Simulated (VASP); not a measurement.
Crystal: Li2TaSb2.

```
Li Ta Sb
1.0
     3.74220    0.00000    0.00000
     0.00000    3.74220    0.00000
     0.00000    0.00000    8.12188
Li Ta Sb
2 1 2
Direct
  0.50000 0.50000 0.65401
  0.50000 0.50000 0.34599
  0.00000 0.00000 0.00000
  0.00000 0.00000 0.50000
  0.50000 0.50000 0.00000
```

```yaml
Program: VASP 6.6.1
Task: relaxation of cell and atoms
Functional: PBE
Potentials_or_basis: VASP PAW PBE potentials, release 64 (Li_sv, Ta_pv, Sb)
Cutoff: 600 eV
k_mesh: 4 × 4 × 2
Occupations: gaussian, width 0.1 eV
Spin: no spin polarisation
```

At the start: pressure 3.0 GPa; volume 22.75 Å³/atom.

Where does the relaxation end?

Over 5 steps the energy falls by 37.7 meV/atom and the volume is 22.88 Å³/atom (+0.6 %); space group P4/mmm (No. 123, to 0.05 Å).

Step by step:
```
step  energy change (eV)  largest force (eV/Å)  pressure (GPa)  volume (Å³)
   1              0.0000                0.4549            3.00       113.74
   2             -0.1208                0.3441           -1.87       120.79
   3             -0.1254                0.3621           -1.17       119.58
   4             -0.1613                0.2565           -0.86       117.64
   5             -0.1887                0.0006           -0.20       114.38
```

Final structure:
```yaml
crystal:
  lattice:
    - [3.86033, 0.00000, 0.00000]
    - [0.00000, 3.86033, 0.00000]
    - [0.00000, 0.00000, 7.67518]
  atoms:
    - { symbol: Li, position: [0.50000, 0.50000, 0.66290] }
    - { symbol: Li, position: [0.50000, 0.50000, 0.33710] }
    - { symbol: Ta, position: [0.00000, 0.00000, 0.00000] }
    - { symbol: Sb, position: [0.00000, 0.00000, 0.50000] }
    - { symbol: Sb, position: [0.50000, 0.50000, 0.00000] }
```

Caveat: the k points lie up to 0.41 Å⁻¹ apart in the final cell; the cutoff is under 1.25 times the usual one of these potentials, so pressure, stress and relaxed cells hold a basis-set (Pulay) error.
